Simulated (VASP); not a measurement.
# Ti2BN3 (P4/mmm) in VASP: notebook, part 2 of 2

VASP 6.6.1. The steps go on from the part before.

**3. Single point, PBE, collinear spin, ferromagnetic start**

This run uses another cell than the first one, of 9.61 Å³/atom, 1.011 times its volume.

Input file INCAR:

```
  PREC = Accurate
  ENCUT = 520
  EDIFF = 1E-7
  ISMEAR = 0
  SIGMA = 0.1
  LREAL = F
  LASPH = T
  NELM = 150
  ALGO = Normal
  ISIF = 2
  LWAVE = F
  LCHARG = F
  ISPIN = 2
  MAGMOM = 1 1 0 0 0 0
  LORBIT = 11
  LMAXMIX = 4
  GGA = PE
  NBANDS = 34
```

Input file KPOINTS:

```
regular mesh
0
Gamma
  6 6 2
```

Input file POSCAR:

```
Ti2BN3
1.0
    2.8002050289      0.0000000000      0.0000000000
    0.0000000000      2.8002050289      0.0000000000
    0.0000000000      0.0000000000      7.3550456296
Ti B N
2 1 3
Direct
    0.5000000000      0.5000000000      0.8027367426
    0.5000000000      0.5000000000      0.1972632574
    0.5000000000      0.5000000000      0.5000000000
    0.0000000000      0.0000000000      0.0000000000
    0.0000000000      0.0000000000      0.7190354528
    0.0000000000      0.0000000000      0.2809645472
```

Potentials or basis: VASP PAW PBE potentials, release 64 (Ti_sv, B, N).

On the command line:

```
cat potpaw_PBE.64/Ti_sv/POTCAR potpaw_PBE.64/B/POTCAR potpaw_PBE.64/N/POTCAR > POTCAR
mpirun -np 1 vasp_std > vasp.out
```

OUTCAR:

```text
PREC = Accurate
   ENCUT = 520
   EDIFF = 1E-7
   ISMEAR = 0
   LREAL = F
   LASPH = T
   NELM = 150
   ISIF = 2
   ISPIN = 2
   LORBIT = 11
   GGA = PE

 ion  position               nearest neighbor table
   1  0.500  0.500  0.803-   5 2.07   5 2.07   5 2.07   5 2.07   3 2.23   2 2.90
   2  0.500  0.500  0.197-   6 2.07   6 2.07   6 2.07   6 2.07   3 2.23   1 2.90
   3  0.500  0.500  0.500-   1 2.23   2 2.23
   4  0.000  0.000  0.000-
   5  0.000  0.000  0.719-   1 2.07   1 2.07   1 2.07   1 2.07
   6  0.000  0.000  0.281-   2 2.07   2 2.07   2 2.07   2 2.07

  LATTYP: Found a simple tetragonal cell.
 ALAT       =     2.8002050289
 C/A-ratio  =     2.6266096781

  Lattice vectors:

 A1 = (   2.8002050289,   0.0000000000,   0.0000000000)
 A2 = (   0.0000000000,   2.8002050289,   0.0000000000)
 A3 = (   0.0000000000,   0.0000000000,   7.3550456296)

Analysis of symmetry for initial positions (statically):
=====================================================================
 Subroutine PRICEL returns:
 Original cell was already a primitive cell.

[... 1648 lines left out ...]
  Total        0.1031111      0.1031111     -0.0002033      0.0000000      0.0000000      0.0000000
  in kB        2.8645148      2.8645148     -0.0056485      0.0000000      0.0000000      0.0000000
  external PRESSURE =       1.9077937 kB  Pullay stress =       0.0000000 kB

 VOLUME and BASIS-vectors are now :
 -----------------------------------------------------------------------------
  energy-cutoff  :      520.00
  volume of cell :       57.67
      direct lattice vectors                 reciprocal lattice vectors
     2.800205029  0.000000000  0.000000000     0.357116707  0.000000000  0.000000000
     0.000000000  2.800205029  0.000000000     0.000000000  0.357116707  0.000000000
     0.000000000  0.000000000  7.355045630     0.000000000  0.000000000  0.135961087

 POSITION                                       TOTAL-FORCE (eV/Angst)
 -----------------------------------------------------------------------------------
      1.40010      1.40010      5.90417         0.000000     -0.000000      0.017470
      1.40010      1.40010      1.45088        -0.000000     -0.000000     -0.017470
      1.40010      1.40010      3.67752         0.000000      0.000000      0.000000
      0.00000      0.00000      0.00000         0.000000      0.000000      0.000000
      0.00000      0.00000      5.28854         0.000000      0.000000     -0.046207
      0.00000      0.00000      2.06651         0.000000      0.000000      0.046207
 -----------------------------------------------------------------------------------
    total drift:                                0.000000     -0.000000      0.000000

  FREE ENERGIE OF THE ION-ELECTRON SYSTEM (eV)
  ---------------------------------------------------
  free  energy   TOTEN  =       -46.3964717941 eV

  energy  without entropy=      -46.3796767437  energy(sigma->0) =      -46.38807427

 total charge

# of ion       s       p       d       tot
------------------------------------------
    1        2.195   6.220   1.990  10.405
    2        2.195   6.220   1.990  10.405
    3        0.847   0.642   0.000   1.489
    4        1.323   2.226   0.000   3.550
    5        1.297   2.346   0.000   3.643
    6        1.297   2.346   0.000   3.643
--------------------------------------------------
tot          9.155  20.000   3.980  33.135

 magnetization (x)

# of ion       s       p       d       tot
------------------------------------------
    1       -0.000   0.000  -0.000  -0.000
    2       -0.000   0.000  -0.000  -0.000
    3        0.000   0.000   0.000   0.000
    4        0.000   0.000   0.000   0.000
    5        0.000   0.000   0.000   0.000
    6        0.000   0.000   0.000   0.000
--------------------------------------------------
tot          0.000   0.000  -0.000   0.000
```

OSZICAR:

```text
N       E                     dE             d eps       ncg     rms          rms(c)
DAV:   1     0.493242401514E+03    0.49324E+03   -0.20321E+04  2720   0.146E+03
DAV:   2     0.105906769962E+02   -0.48265E+03   -0.45186E+03  2874   0.441E+02
DAV:   3    -0.521591330062E+02   -0.62750E+02   -0.59709E+02  3882   0.143E+02
DAV:   4    -0.571618799576E+02   -0.50027E+01   -0.49510E+01  3478   0.371E+01
DAV:   5    -0.573743137826E+02   -0.21243E+00   -0.21224E+00  3882   0.641E+00    0.287E+01
DAV:   6    -0.524770287797E+02    0.48973E+01   -0.12706E+02  3648   0.662E+01    0.213E+01
DAV:   7    -0.469522852464E+02    0.55247E+01   -0.29722E+01  3274   0.448E+01    0.111E+01
DAV:   8    -0.467577973729E+02    0.19449E+00   -0.20201E+00  2834   0.798E+00    0.860E+00
DAV:   9    -0.464802200227E+02    0.27758E+00   -0.11213E+00  3638   0.101E+01    0.305E+00
DAV:  10    -0.464489021683E+02    0.31318E-01   -0.23329E-01  3854   0.332E+00    0.229E+00
DAV:  11    -0.463992423664E+02    0.49660E-01   -0.11123E-01  3198   0.265E+00    0.831E-01
DAV:  12    -0.463965068009E+02    0.27356E-02   -0.12548E-02  3616   0.822E-01    0.351E-01
DAV:  13    -0.463964424170E+02    0.64384E-04   -0.16724E-03  3598   0.388E-01    0.107E-01
DAV:  14    -0.463964723839E+02   -0.29967E-04   -0.24092E-04  3250   0.119E-01    0.470E-02
DAV:  15    -0.463964728909E+02   -0.50702E-06   -0.28193E-05  3758   0.372E-02    0.225E-02
DAV:  16    -0.463964715558E+02    0.13351E-05   -0.79977E-06  3554   0.196E-02    0.675E-03
DAV:  17    -0.463964717376E+02   -0.18181E-06   -0.14496E-06  3494   0.744E-03    0.223E-03
DAV:  18    -0.463964717941E+02   -0.56425E-07   -0.19304E-07  2012   0.370E-03
   1 F= -.46396472E+02 E0= -.46388074E+02  d E =-.167951E-01  mag=     0.0001
```

Wall time 56 s (1 thread of Intel Xeon 6975P-C (Granite Rapids), shared host); peak memory 0.23 GiB.

Results:

```yaml
Free_energy: -46.3965 eV
Pressure: 0.2 GPa
Largest_force: 0.046 eV/Å
Band_gap_on_the_k_mesh: zero (filled and empty bands overlap)
Net_moment: 0.00 μB per cell
Valence_electrons_inside_the_program's_atomic_spheres: Ti 10.40; B 1.49; N 3.55, 3.64
```

Forces on the atoms (eV/Å):
```
Ti   0.000  0.000  0.017
Ti   0.000  0.000 -0.017
B    0.000  0.000  0.000
N    0.000  0.000  0.000
N    0.000  0.000 -0.046
N    0.000  0.000  0.046
```

Caveat: the k points lie up to 0.43 Å⁻¹ apart.

**4. Relaxation of cell and atoms, PBE**

This run uses another cell than the first one, of 9.61 Å³/atom, 1.011 times its volume.

Input file INCAR:

```
ALGO     = Normal         # electronic algorithm
EDIFF    = 1E-7           # SCF threshold, eV
EDIFFG   = -0.04          # ionic threshold
ENCUT    = 600            # plane-wave cutoff, eV
GGA      = PE             # functional
IBRION   = 2              # ionic algorithm
ISIF     = 3              # what is computed and relaxed
ISMEAR   = 0              # smearing method
LASPH    = T              # aspherical terms in the spheres
LCHARG   = F              # write CHGCAR
LREAL    = F              # projectors in reciprocal space
LWAVE    = F              # write WAVECAR
NELM     = 100            # most SCF steps
NSW      = 90             # ionic steps
PREC     = Accurate       # precision mode
SIGMA    = 0.1            # smearing width, eV
```

Input file KPOINTS:

```
k-points
0
Gamma
  6 6 4
```

POSCAR is that of step 3.

Potentials or basis: VASP PAW PBE potentials, release 64 (Ti_sv, B, N).

On the command line:

```
cat potpaw_PBE.64/Ti_sv/POTCAR potpaw_PBE.64/B/POTCAR potpaw_PBE.64/N/POTCAR > POTCAR
mpirun -np 1 vasp_std > vasp.out
```

OUTCAR:

```text
EDIFF = 1E-7
   EDIFFG = -0.04
   ENCUT = 600
   GGA = PE
   IBRION = 2
   ISIF = 3
   ISMEAR = 0
   LASPH = T
   LREAL = F
   NELM = 100
   NSW = 90
   PREC = Accurate

 ion  position               nearest neighbor table
   1  0.500  0.500  0.803-   5 2.07   5 2.07   5 2.07   5 2.07   3 2.23   2 2.90
   2  0.500  0.500  0.197-   6 2.07   6 2.07   6 2.07   6 2.07   3 2.23   1 2.90
   3  0.500  0.500  0.500-   1 2.23   2 2.23
   4  0.000  0.000  0.000-
   5  0.000  0.000  0.719-   1 2.07   1 2.07   1 2.07   1 2.07
   6  0.000  0.000  0.281-   2 2.07   2 2.07   2 2.07   2 2.07

  LATTYP: Found a simple tetragonal cell.
 ALAT       =     2.8002050289
 C/A-ratio  =     2.6266096781

  Lattice vectors:

 A1 = (   2.8002050289,   0.0000000000,   0.0000000000)
 A2 = (   0.0000000000,   2.8002050289,   0.0000000000)
 A3 = (   0.0000000000,   0.0000000000,   7.3550456296)

Analysis of symmetry for initial positions (statically):
=====================================================================
 Subroutine PRICEL returns:
 Original cell was already a primitive cell.

 Routine SETGRP: Setting up the symmetry group for a
 simple tetragonal supercell.

 Subroutine GETGRP returns: Found 16 space group operations
 (whereof 16 operations were pure point group operations)
 out of a pool of 16 trial point group operations.
[... 176 lines left out ...]

  FORCE on cell =-STRESS in cart. coord.  units (eV):
  Direction    XX          YY          ZZ          XY          YZ          ZX
  --------------------------------------------------------------------------------------
  -------------------------------------------------------------------------------------
  Total        0.4347788      0.4347788     -1.3031138      0.0000000     -0.0000000      0.0000000
  in kB       12.0785245     12.0785245    -36.2016097      0.0000000     -0.0000000      0.0000000
  external PRESSURE =      -4.0148536 kB  Pullay stress =       0.0000000 kB
[... 307 lines left out ...]
--------------------------------------- Ionic step        9  -------------------------------------------

 number of electron      41.9999995 magnetization

 Free energy of the ion-electron system (eV)
  ---------------------------------------------------
  ext. energy  EPLUGINS =         0.00000000
  ---------------------------------------------------
  free energy    TOTEN  =       -46.51955366 eV

  energy without entropy =      -46.50722487  energy(sigma->0) =      -46.51338927

 E-fermi :   8.5240     XC(G=0): -12.4072

 val. band max:        8.5124494931   @ k =   0.5000   0.0000   0.2500
 cond. band min:       8.5258228859   @ k =   0.5000   0.0000   0.5000
 fundamental gap:      0.0133733928
 Fermi energy:         8.5240352081

 k-point     1 :       0.0000    0.0000    0.0000
  band No.  band energies     occupation
      1     -48.6246      2.00000
      2     -48.5956      2.00000
      3     -24.9812      2.00000
      4     -24.7303      2.00000
      5     -24.6611      2.00000
      6     -24.6611      2.00000
[... 661 lines left out ...]
     24      10.4699      0.00000
     25      10.5666      0.00000

 [... further k-points ...]
[... 5 lines left out ...]
  --------------------------------------------------------------------------------------
  -------------------------------------------------------------------------------------
  Total        0.0598217      0.0598217      0.0057223      0.0000000      0.0000000      0.0000000
  in kB        1.6889414      1.6889414      0.1615560      0.0000000      0.0000000      0.0000000
  external PRESSURE =       1.1798129 kB  Pullay stress =       0.0000000 kB
[... 21 lines left out ...]
  FREE ENERGIE OF THE ION-ELECTRON SYSTEM (eV)
  ---------------------------------------------------
  free  energy   TOTEN  =       -46.5195536608 eV

  energy  without entropy=      -46.5072248723  energy(sigma->0) =      -46.51338927

 reached required accuracy - stopping structural energy minimisation
```

OSZICAR:

```text
N       E                     dE             d eps       ncg     rms          rms(c)
DAV:   1     0.533368495697E+03    0.53337E+03   -0.23670E+04  1500   0.219E+03
DAV:   2     0.359338440473E+02   -0.49743E+03   -0.49128E+03  1526   0.592E+02
DAV:   3    -0.523707577522E+02   -0.88305E+02   -0.87085E+02  2684   0.192E+02
[... 107 lines left out ...]
DAV:   6    -0.465195195616E+02   -0.16226E-04   -0.16420E-04  2296   0.997E-02    0.278E-02
DAV:   7    -0.465195511632E+02   -0.31602E-04   -0.70713E-05  2466   0.449E-02    0.173E-02
DAV:   8    -0.465195529714E+02   -0.18082E-05   -0.14884E-05  2100   0.253E-02    0.708E-03
DAV:   9    -0.465195534059E+02   -0.43452E-06   -0.17972E-06  2368   0.817E-03    0.393E-03
DAV:  10    -0.465195536482E+02   -0.24226E-06   -0.10885E-06  2010   0.669E-03    0.786E-04
DAV:  11    -0.465195536608E+02   -0.12637E-07   -0.66983E-08   938   0.242E-03
   9 F= -.46519554E+02 E0= -.46513389E+02  d E =-.937069E-03
```

It took 3.3 min on 1 thread of Intel Xeon 6975P-C (Granite Rapids), shared host; peak memory 0.21 GiB.

Results:

- Free energy: -46.5196 eV
- Relaxed volume: 9.46 Å³/atom
- Relaxed cell: a = 2.799 Å, b = 2.799 Å, c = 7.241 Å, α = 90.00°, β = 90.00°, γ = 90.00°
- Space group after relaxing (to 0.05 Å): P4/mmm (No. 123)
- Energy gained by relaxing: 2.4 meV/atom
- Ionic steps: 9
- Pressure after relaxing: 0.1 GPa
- Largest force after relaxing: 0.006 eV/Å
- Band gap on the k mesh: zero (band 21 reaches 8.77 eV, above the bottom of band 22 at 7.16 eV)

Forces on the atoms (eV/Å):
```
Ti   0.000  0.000 -0.006
Ti   0.000  0.000  0.006
B    0.000  0.000  0.000
N    0.000  0.000  0.000
N    0.000  0.000 -0.002
N    0.000  0.000  0.002
```

Step by step:
| step | energy change (eV) | largest force (eV/Å) | pressure (GPa) | volume (Å³) |
| --- | --- | --- | --- | --- |
| 1 | 0.0000 | 0.2223 | -0.40 | 57.67 |
| 2 | -0.0119 | 0.0346 | -0.77 | 57.47 |
| 3 | -0.0120 | 0.0335 | -0.81 | 57.45 |
| 4 | -0.0126 | 0.0936 | 0.56 | 57.02 |
| 5 | -0.0128 | 0.0747 | 0.15 | 57.15 |
| 6 | -0.0133 | 0.0548 | 0.05 | 57.09 |
| 7 | -0.0135 | 0.0695 | -0.05 | 57.02 |
| 8 | -0.0139 | 0.0542 | -0.02 | 56.95 |
| 9 | -0.0144 | 0.0055 | 0.12 | 56.75 |

Final structure:
```cif
data_structure
_symmetry_space_group_name_H-M 'P 1'
_symmetry_Int_Tables_number 1
_cell_length_a 2.7994
_cell_length_b 2.7994
_cell_length_c 7.2413
_cell_angle_alpha 90.000
_cell_angle_beta 90.000
_cell_angle_gamma 90.000
_cell_volume 56.75
loop_
_atom_site_label
_atom_site_type_symbol
_atom_site_fract_x
_atom_site_fract_y
_atom_site_fract_z
_atom_site_occupancy
Ti1 Ti 0.50000 0.50000 0.80448 1
Ti2 Ti 0.50000 0.50000 0.19552 1
B1 B 0.50000 0.50000 0.50000 1
N1 N 0.00000 0.00000 0.00000 1
N2 N 0.00000 0.00000 0.71497 1
N3 N 0.00000 0.00000 0.28503 1
```

Caveat: the k points lie up to 0.37 Å⁻¹ apart in the final cell.

**5. The runs side by side**

| task | spin | cell | k mesh | cutoff (eV) | gap on the mesh (eV) | pressure (GPa) | largest force (eV/Å) |
| --- | --- | --- | --- | --- | --- | --- | --- |
| single point | off | a = 2.804, b = 2.804, c = 7.257 Å, 6 atoms | 6 × 6 × 4 | 520 | none | 0.3 | 0.05 |
| single point | collinear, ferromagnetic start | a = 2.800, b = 2.800, c = 7.355 Å, 6 atoms | 6 × 6 × 2 | 520 | none | 0.2 | 0.05 |
| relaxation of cell and atoms | off | relaxed from a = 2.800, b = 2.800, c = 7.355 Å, 6 atoms | 6 × 6 × 4 | 600 | none | 0.1 | 0.01 |

Alike in all rows: level PBE; potentials or basis VASP PAW PBE potentials, release 64 (Ti_sv, B, N); smearing gaussian 0.1 eV.

Caveats: all runs use coarse meshes.

Absolute energies hang on the potentials; compare differences alone.
